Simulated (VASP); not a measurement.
# Al8N7 (a cell with a defect): single point with PBE

Al8N7 (a cell with a defect):

```
Al N
1.0
     0.00000    0.00000    5.01796
    -3.13025    5.42174    0.00000
    -3.13025   -5.42174    0.00000
Al N
8 7
Direct
  0.94445 0.16497 0.33226
  0.00224 0.66822 0.33877
  0.00223 0.15842 0.82898
  0.00224 0.66822 0.82899
  0.51093 0.80388 0.15171
  0.51090 0.34551 0.15172
  0.50842 0.83163 0.66558
  0.51090 0.34551 0.69333
  0.38163 0.66608 0.33446
  0.38162 0.16275 0.83114
  0.38163 0.66608 0.83116
  0.88386 0.82958 0.16456
  0.88386 0.33265 0.16455
  0.88416 0.83162 0.66558
  0.88386 0.33265 0.66764
```

This cell differs from its parent crystal: atoms taken out, then relaxed in part.

```
Program                : VASP 6.6.1
Task                   : single point
Functional             : PBE
Potentials or basis    : VASP PAW PBE potentials, release 64 (Al, N)
Cutoff                 : 520 eV
k mesh                 : 2 × 2 × 2
Occupations            : gaussian, width 0.01 eV
Spin                   : collinear spin
Starting moments       : [0.25, 0.0, 0.0, 0.0, 0.25, 0.25, 0.0, 0.25, 0.0, 0.0, 0.0, 0.0, 0.0, 0.0, 0.0] μB
Dipole correction      : no
Charge                 : 2
Further INCAR settings : LREAL = Auto; ALGO = Normal; EDIFF = 1e-06; NBANDS = 46; NELECT = 57.0
```

| Property | Result |
| --- | --- |
| Largest force | 0.014 eV/Å |
| Net moment | 0.50 μB per cell |
| Site moments | Al +0.01, +0.00 (each value once); N +0.01, +0.03, -0.00 (each value once) μB |
| Valence electrons inside the program's atomic spheres | Al 0.78, 0.77, 0.76 (each value once); N 3.83, 3.82, 3.85 (each value once) |

Forces in eV/Å, atoms in the order of the input:
```
Al   0.005 -0.003 -0.008
Al   0.002  0.002  0.003
Al   0.000  0.000  0.002
Al  -0.001 -0.003  0.003
Al   0.006 -0.003  0.004
Al  -0.003  0.013  0.005
Al   0.000  0.000 -0.006
Al  -0.013 -0.003  0.005
N   -0.008 -0.006 -0.009
N    0.009 -0.005 -0.009
N    0.001  0.010 -0.009
N    0.002 -0.001  0.009
N    0.000  0.001  0.008
N    0.001  0.000 -0.004
N   -0.001 -0.001  0.008
```

Levels at points of the mesh, in eV from the Fermi level:
Spin up:
```
           k point  band 26  band 27  band 28  band 29  band 30  band 31  band 32  band 33
(0.00, 0.00, 0.00)    -1.52    -1.32    -1.10    -1.10     2.64     3.98     4.57     4.57
(0.50, 0.00, 0.00)    -1.82    -1.27    -1.27    -0.70     3.10     4.22     4.22     4.29
(0.00, 0.50, 0.00)    -1.76    -1.24    -1.20     0.00     2.39     3.40     4.02     4.71
(0.00, 0.00, 0.50)    -1.76    -1.24    -1.20     0.00     2.39     3.40     4.02     4.71
(0.50, 0.50, 0.00)    -1.80    -1.76    -1.56    -0.11     2.71     3.37     4.17     4.95
(0.50, 0.00, 0.50)    -1.80    -1.76    -1.56    -0.11     2.71     3.37     4.17     4.95
```
Spin down:
```tsv
k point	band 24	band 25	band 26	band 27	band 28	band 29	band 30	band 31	band 32	band 33
(0.00, 0.00, 0.00)	-1.77	-1.49	-1.38	-1.08	-1.08	-1.07	2.80	4.08	4.80	4.80
(0.50, 0.00, 0.00)	-2.12	-1.79	-1.79	-1.26	-1.26	-0.26	3.27	4.36	4.37	4.37
(0.00, 0.50, 0.00)	-2.20	-1.83	-1.73	-1.22	-1.18	0.54	2.64	3.62	4.29	4.77
(0.00, 0.00, 0.50)	-2.20	-1.83	-1.73	-1.22	-1.18	0.54	2.64	3.62	4.29	4.77
(0.50, 0.50, 0.00)	-1.98	-1.83	-1.77	-1.75	-1.56	0.46	2.97	3.59	4.44	4.98
(0.50, 0.00, 0.50)	-1.98	-1.83	-1.77	-1.75	-1.56	0.46	2.97	3.59	4.44	4.98
```

Run time: 2.3 min on 1 thread of Intel(R) Xeon(R) 6975P-C (Granite Rapids), with other jobs on the host, peak memory 0.36 GiB.

Caveat: the k points lie up to 0.63 Å⁻¹ apart; the cell carries a net charge on a neutralising background, which shifts energy and pressure; the cell differs from its parent crystal (atoms taken out, then relaxed in part); the cell is charged against a uniform background, so pressure and absolute levels hang on convention.
